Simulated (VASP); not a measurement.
Set up this calculation in VASP 6.6.1, as the native input.

```yaml
Task: relaxation of cell and atoms
Functional: PBE
Potentials_or_basis: VASP PAW PBE potentials, release 64 (Zn, Te, O)
Cutoff: 600 eV
k_mesh: 6 × 6 × 6
Occupations: gaussian, width 0.1 eV
Spin: no spin polarisation
Dipole_correction: no
Further_INCAR_settings: ALGO = Normal; EDIFF = 1e-06; IBRION = 2; EDIFFG = -0.04; NSW = 90; ISIF = 3
```

The structure of ZnTe2O3 lies in POSCAR:

```
ZnTe2O3
1.0
    2.6957264900      1.5563784200      4.3448836600
   -2.6957264900      1.5563784200      4.3448836600
    0.0000000000     -3.1127568300      4.3448836600
Zn Te O
1 2 3
Direct
    0.0000000000      0.0000000000      0.0000000000
    0.6257100100      0.6257100100      0.6257100100
    0.3742899900      0.3742899900      0.3742899900
    0.0000000000      0.5000000000      0.0000000000
    0.5000000000      0.0000000000      0.0000000000
    0.0000000000      0.0000000000      0.5000000000
```

The cell was generated, and may not be a known phase.

The input as run:

INCAR

```
ALGO = Normal
EDIFF = 1E-6
EDIFFG = -0.04
ENCUT = 600
GGA = PE
IBRION = 2
ISIF = 3
ISMEAR = 0
LASPH = True
LCHARG = False
LREAL = False
LWAVE = False
NELM = 60
NSW = 90
PREC = Accurate
SIGMA = 0.1
```

KPOINTS

```
k-points
0
Gamma
  6 6 6
```

Potentials or basis: VASP PAW PBE potentials, release 64 (Zn, Te, O).

Run with:

```sh
$ cat potpaw_PBE.64/Zn/POTCAR potpaw_PBE.64/Te/POTCAR potpaw_PBE.64/O/POTCAR > POTCAR
$ mpirun -np 1 vasp_std > vasp.out
```

Results of the run:

```yaml
Relaxed_volume: 14.89 Å³/atom
Relaxed_cell: a = 4.541 Å, b = 4.541 Å, c = 4.541 Å, α = 79.35°, β = 79.35°, γ = 79.35°
Space_group_after_relaxing_to_0.1_Å: R-3m (No. 166)
Pressure_after_relaxing: -0.2 GPa
Largest_force_after_relaxing: 0.030 eV/Å
Band_gap_on_the_k_mesh: zero (bands 21 and 22 overlap by 2.09 eV)
```

Caveat: the volume moved by over 15 % at a fixed basis, so the end points are rough; spin-orbit coupling is left out, which moves the levels of the heavy elements.

It took 77 min on 1 thread of Intel Xeon 8259CL (shared host), peak memory 0.44 GiB.
